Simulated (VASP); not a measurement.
# BeSi3Hg2 (P6/mmm) in VASP: notebook

BeSi3Hg2 is run at these levels: PBE; tasks: single point, relaxation of cell and atoms.

All numbers are computed with VASP 6.6.1; they aren't measurements. Logs are shortened: lines on timing, memory, paths and dates and some standing lists are left out, and cuts for length are marked.

## Step 1: The cell of the first run

The structure is hexagonal, space group P6/mmm (No. 191). Conventional cell: a = 4.786 Å, b = 4.786 Å, c = 6.295 Å, α = 90.00°, β = 90.00°, γ = 120.00°. Be (site symmetry 6/mmm) has 6 Hg at 2.76 Å within 3.6 Å. Si (site symmetry mmm) has 4 Si at 2.39 Å within 3.2 Å. Within 3.6 Å of Hg (site symmetry -6m2) lie 3 Hg at 2.76 Å and 3 Be at 2.76 Å and 6 Si at 3.44 Å.

## Step 2: Single point, PBE

The input, INCAR:

```
ALGO = Normal
EDIFF = 1E-7
ENCUT = 520
GGA = PE
ISIF = 2
ISMEAR = 0
LASPH = T
LCHARG = F
LREAL = F
LWAVE = F
NBANDS = 28
NELM = 80
PREC = Accurate
SIGMA = 0.1
```

The input, KPOINTS:

```
k-points
0
Gamma
  6 6 6
```

The input, POSCAR:

```
BeSi3Hg2
1.0
    4.7857281213      0.0000000000      0.0000000000
   -2.3928640607      4.1445621287      0.0000000000
    0.0000000000      0.0000000000      6.2948615027
Be Si Hg
1 3 2
Direct
    0.0000000000      0.0000000000      0.0000000000
    0.5000000000      0.0000000000      0.5000000000
    0.5000000000      0.5000000000      0.5000000000
    0.0000000000      0.5000000000      0.5000000000
    0.3333333333      0.6666666667      0.0000000000
    0.6666666667      0.3333333333      0.0000000000
```

Potentials or basis: VASP PAW PBE potentials, release 64 (Be, Si, Hg).

Launch:

```console
cat potpaw_PBE.64/Be/POTCAR potpaw_PBE.64/Si/POTCAR potpaw_PBE.64/Hg/POTCAR > POTCAR
mpirun -np 1 vasp_std > vasp.out
```

OUTCAR:

```text
EDIFF = 1E-7
   ENCUT = 520
   GGA = PE
   ISIF = 2
   ISMEAR = 0
   LASPH = T
   LREAL = F
   NELM = 80
   PREC = Accurate

 ion  position               nearest neighbor table
   1  0.000  0.000  0.000-   5 2.76   6 2.76   6 2.76   5 2.76   6 2.76   5 2.76
   2  0.500  0.000  0.500-   4 2.39   4 2.39   3 2.39   3 2.39   5 3.44   6 3.44   5 3.44   6 3.44

   3  0.500  0.500  0.500-   4 2.39   4 2.39   2 2.39   2 2.39   5 3.44   6 3.44   5 3.44   6 3.44

   4  0.000  0.500  0.500-   3 2.39   3 2.39   2 2.39   2 2.39   5 3.44   6 3.44   5 3.44   6 3.44

   5  0.333  0.667  0.000-   6 2.76   1 2.76   6 2.76   1 2.76   1 2.76   6 2.76   4 3.44   4 3.44
                             2 3.44   2 3.44   3 3.44   3 3.44
   6  0.667  0.333  0.000-   5 2.76   1 2.76   5 2.76   1 2.76   1 2.76   5 2.76   4 3.44   4 3.44
                             2 3.44   2 3.44   3 3.44   3 3.44

  LATTYP: Found a hexagonal cell.
 ALAT       =     4.7857281213
 C/A-ratio  =     1.3153403919

  Lattice vectors:

 A1 = (   4.7857281213,   0.0000000000,   0.0000000000)
 A2 = (  -2.3928640607,   4.1445621287,   0.0000000000)
 A3 = (   0.0000000000,   0.0000000000,   6.2948615027)

Analysis of symmetry for initial positions (statically):
=====================================================================
 Subroutine PRICEL returns:
 Original cell was already a primitive cell.

 Routine SETGRP: Setting up the symmetry group for a
 hexagonal supercell.

 Subroutine GETGRP returns: Found 24 space group operations
 (whereof 24 operations were pure point group operations)
 out of a pool of 24 trial point group operations.

The static configuration has the point symmetry D_6h.

Analysis of symmetry for dynamics (positions and initial velocities):
=====================================================================
 Subroutine PRICEL returns:
 Original cell was already a primitive cell.

 Routine SETGRP: Setting up the symmetry group for a
 hexagonal supercell.

 Subroutine GETGRP returns: Found 24 space group operations
 (whereof 24 operations were pure point group operations)
 out of a pool of 24 trial point group operations.

The dynamic configuration has the point symmetry D_6h.

 Subroutine INISYM returns: Found 24 space group operations
 (whereof 24 operations are pure point group operations),
 and found     1 'primitive' translations

----------------------------------------------------------------------------------------

                                     Primitive cell
[... 103 lines left out ...]
   IBRION =     -1    ionic relax: 0-MD 1-quasi-New 2-CG
   NFREE  =      0    steps in history (QN), initial steepest desc. (CG)
   ISIF   =      2    stress and relaxation
   ISYM   =      2    0-nonsym 1-usesym 2-fastsym
   POTIM  = 0.5000    time-step for ionic-motion
   TEBEG  =    0.0;   TEEND  =   0.0 temperature during run
   PSTRESS=    0.0 pullay stress
   NELECT =      38.0000    total number of electrons
   NUPDOWN=      -1.0000    fix difference up-down
   EMIN   =  10.00;   EMAX   =-10.00  energy-range for DOS
   EFERMI =   0.00;   METHOD = LEGACY
   ISMEAR =     0;   SIGMA  =   0.10  broadening in eV -4-tet -1-fermi 0-gaus
   EFERMI_NEDOS =   21; number of points for ismear=-14 and -15
   IALGO  =     38    algorithm
   IMIX   =      4    mixing-type and parameters
     AMIX     =   0.40;   BMIX     =  1.00
     AMIX_MAG =   1.60;   BMIX_MAG =  1.00
  volume/ion in A,a.u.               =      20.81       140.43
  Fermi-wavevector in a.u.,A,eV,Ry     =   1.101197  2.080961 16.498903  1.212635
  Thomas-Fermi vector in A             =   2.237621
   LORBIT       =      0    0 simple, 1 ext, 2 COOP (PROOUT), +10 PAW based schemes
   GGA     = PE    functional components
   LHFCALC =     F    Hartree Fock is set to
   AEXX    =    0.0000 exact exchange contribution
   IVDW    =     0    specifies the selected vdW correction
   LEPSILON=     F    determine dielectric tensor
   LRPA    =     F    only Hartree local field effects (RPA)
 non-spin polarized calculation
 Gauss-broadening in eV      SIGMA  =   0.10
  energy-cutoff  :      520.00
  volume of cell :      124.86
 maximum number of plane-waves:      3390
 NGX is ok and might be reduce to    36
   NGX = 17   NGY = 17   NGZ = 23

 number of electron      38.0000004 magnetization

 Free energy of the ion-electron system (eV)
  ---------------------------------------------------
  ext. energy  EPLUGINS =         0.00000000
  ---------------------------------------------------
  free energy    TOTEN  =       -16.04809722 eV

  energy without entropy =      -16.02678429  energy(sigma->0) =      -16.03744076

 E-fermi :   4.3696     XC(G=0):  -9.8052

 val. band max:        4.3622517193   @ k =   0.3333   0.1667   0.3333
 cond. band min:       4.4463473709   @ k =   0.1667  -0.0000   0.5000
 fundamental gap:      0.0840956516
 Fermi energy:         4.3696005701

 k-point     1 :       0.0000    0.0000    0.0000
  band No.  band energies     occupation
      1      -7.4721      2.00000
      2      -4.7712      2.00000
      3      -3.4394      2.00000
      4      -3.4394      2.00000
      5      -3.3259      2.00000
      6      -3.3259      2.00000
[... 733 lines left out ...]
     27       9.5702      0.00000
     28      10.1800      0.00000

 [... further k-points ...]

------------------------ aborting loop because EDIFF is reached ----------------------------------------

  FORCE on cell =-STRESS in cart. coord.  units (eV):
  Direction    XX          YY          ZZ          XY          YZ          ZX
  --------------------------------------------------------------------------------------
  -------------------------------------------------------------------------------------
  Total        0.1897215      0.1897215      0.1292737     -0.0000000      0.0000000      0.0000000
  in kB        2.4345251      2.4345251      1.6588534     -0.0000000      0.0000000      0.0000000
  external PRESSURE =       2.1759678 kB  Pullay stress =       0.0000000 kB

 VOLUME and BASIS-vectors are now :
 -----------------------------------------------------------------------------
  energy-cutoff  :      520.00
  volume of cell :      124.86
      direct lattice vectors                 reciprocal lattice vectors
     4.785728121  0.000000000  0.000000000     0.208954620  0.120640006  0.000000000
    -2.392864061  4.144562129  0.000000000     0.000000000  0.241280012  0.000000000
     0.000000000  0.000000000  6.294861503     0.000000000  0.000000000  0.158859730

 POSITION                                       TOTAL-FORCE (eV/Angst)
 -----------------------------------------------------------------------------------
      0.00000      0.00000      0.00000         0.000000      0.000000      0.000000
      2.39286      0.00000      3.14743         0.000000      0.000000      0.000000
      1.19643      2.07228      3.14743         0.000000      0.000000      0.000000
     -1.19643      2.07228      3.14743         0.000000      0.000000      0.000000
     -0.00000      2.76304      0.00000        -0.000000      0.000000      0.000000
      2.39286      1.38152      0.00000         0.000000      0.000000     -0.000000
 -----------------------------------------------------------------------------------
    total drift:                                0.000000      0.000000      0.000000

  FREE ENERGIE OF THE ION-ELECTRON SYSTEM (eV)
  ---------------------------------------------------
  free  energy   TOTEN  =       -16.0480972190 eV

  energy  without entropy=      -16.0267842947  energy(sigma->0) =      -16.03744076
```

OSZICAR:

```text
N       E                     dE             d eps       ncg     rms          rms(c)
DAV:   1     0.208044740552E+03    0.20804E+03   -0.17088E+04  1568   0.121E+03
DAV:   2    -0.732267359014E+01   -0.21537E+03   -0.20321E+03  1680   0.268E+02
DAV:   3    -0.178974631416E+02   -0.10575E+02   -0.10442E+02  1960   0.589E+01
DAV:   4    -0.179911564267E+02   -0.93693E-01   -0.93487E-01  1792   0.539E+00
DAV:   5    -0.179923849176E+02   -0.12285E-02   -0.12283E-02  1956   0.681E-01    0.888E+00
DAV:   6    -0.160507392946E+02    0.19416E+01   -0.11572E+01  1892   0.203E+01    0.859E+00
DAV:   7    -0.160665810871E+02   -0.15842E-01   -0.84187E-01  1736   0.487E+00    0.471E+00
DAV:   8    -0.160493334272E+02    0.17248E-01   -0.69537E-02  1940   0.178E+00    0.566E-01
DAV:   9    -0.160480234185E+02    0.13100E-02   -0.89844E-03  1796   0.772E-01    0.204E-01
DAV:  10    -0.160480066597E+02    0.16759E-04   -0.13150E-03  2016   0.197E-01    0.139E-01
DAV:  11    -0.160481098700E+02   -0.10321E-03   -0.43254E-04  1808   0.875E-02    0.259E-02
DAV:  12    -0.160480944449E+02    0.15425E-04   -0.44585E-05  1808   0.284E-02    0.945E-03
DAV:  13    -0.160480970247E+02   -0.25798E-05   -0.72586E-06  1860   0.121E-02    0.404E-03
DAV:  14    -0.160480972896E+02   -0.26492E-06   -0.15066E-06  1740   0.678E-03    0.275E-03
DAV:  15    -0.160480972190E+02    0.70620E-07   -0.10604E-07  1292   0.229E-03
   1 F= -.16048097E+02 E0= -.16037441E+02  d E =-.213129E-01
```

Wall time 75 s (1 thread of Intel Xeon Platinum 8175M at 2.50GHz (Skylake/Cascade Lake), shared host); peak memory 0.29 GiB.

Results:

| Quantity | Value |
| --- | --- |
| Free energy | -16.0481 eV |
| Pressure | 0.2 GPa |
| Band gap on the k mesh | zero (bands 19 and 20 overlap by 2.37 eV) |

Caveat: spin-orbit coupling is left out, which moves the levels of the heavy elements.

## Step 3: Relaxation of cell and atoms, PBE

This run uses another cell than the first one, of 16.76 Å³/atom.

The input, INCAR:

```
PREC = Accurate
ENCUT = 600
EDIFF = 1E-6
ISMEAR = 0
SIGMA = 0.1
LREAL = F
LASPH = T
NELM = 60
ALGO = Normal
ISIF = 3
LWAVE = F
LCHARG = F
GGA = PE
IBRION = 2
NSW = 90
EDIFFG = -0.04
```

The input, KPOINTS:

```
regular mesh
0
Gamma
  6 6 6
```

Edit POSCAR of step 2 so:

```diff
@@ -2,5 +2,5 @@
 1.0
-    4.7857281213      0.0000000000      0.0000000000
-   -2.3928640607      4.1445621287      0.0000000000
-    0.0000000000      0.0000000000      6.2948615027
+    5.7564301925      0.0000000000      0.0000000000
+   -2.8782150962      4.9852147817      0.0000000000
+    0.0000000000      0.0000000000      3.5051932808
 Be Si Hg
```

Potentials or basis: VASP PAW PBE potentials, release 64 (Be, Si, Hg).

Launch:

```console
cat potpaw_PBE.64/Be/POTCAR potpaw_PBE.64/Si/POTCAR potpaw_PBE.64/Hg/POTCAR > POTCAR
mpirun -np 1 vasp_std > vasp.out
```

Wall time 23 min (1 thread of Intel Xeon Platinum 8175M at 2.50GHz (Skylake/Cascade Lake), shared host); peak memory 0.31 GiB.

It converged, with:

```
Free energy                           : -15.9636 eV
Relaxed volume                        : 19.84 Å³/atom
Relaxed cell                          : a = 4.839 Å, b = 4.839 Å, c = 5.871 Å, α = 90.00°, β = 90.00°, γ = 120.00°
Space group after relaxing (to 0.1 Å) : P6/mmm (No. 191)
Pressure after relaxing               : 0.1 GPa
Band gap on the k mesh                : zero (bands 19 and 20 overlap by 2.15 eV)
```

Stress tensor (GPa, compression positive):
```
 0.23  0.00  0.00
 0.00  0.23  0.00
 0.00  0.00 -0.07
```

Final structure:
```
Be Si Hg
1.0
     4.83892    0.00000    0.00000
    -2.41946    4.19063    0.00000
     0.00000    0.00000    5.87137
Be Si Hg
1 3 2
Direct
  0.00000 0.00000 0.00000
  0.50000 0.00000 0.50000
  0.50000 0.50000 0.50000
  0.00000 0.50000 0.50000
  0.33333 0.66667 0.00000
  0.66667 0.33333 0.00000
```

Levels at points of the mesh, in eV from the Fermi level:
```csv
k point,band 16,band 17,band 18,band 19,band 20,band 21,band 22,band 23
"(0.00, 0.00, 0.00)",-3.80,-2.29,-2.29,1.02,2.03,2.51,2.51,2.82
"(0.50, 0.00, 0.00)",-3.71,-3.05,-1.69,-0.68,1.08,1.80,1.96,1.99
"(0.00, 0.00, 0.50)",-2.18,-2.18,-0.39,-0.15,0.75,0.75,0.77,1.81
"(0.50, 0.00, 0.50)",-3.90,-1.84,0.02,0.71,1.79,1.87,1.89,2.52
```

Caveat: the volume moved by over 15 % at a fixed basis, so the end points are rough; spin-orbit coupling is left out, which moves the levels of the heavy elements.
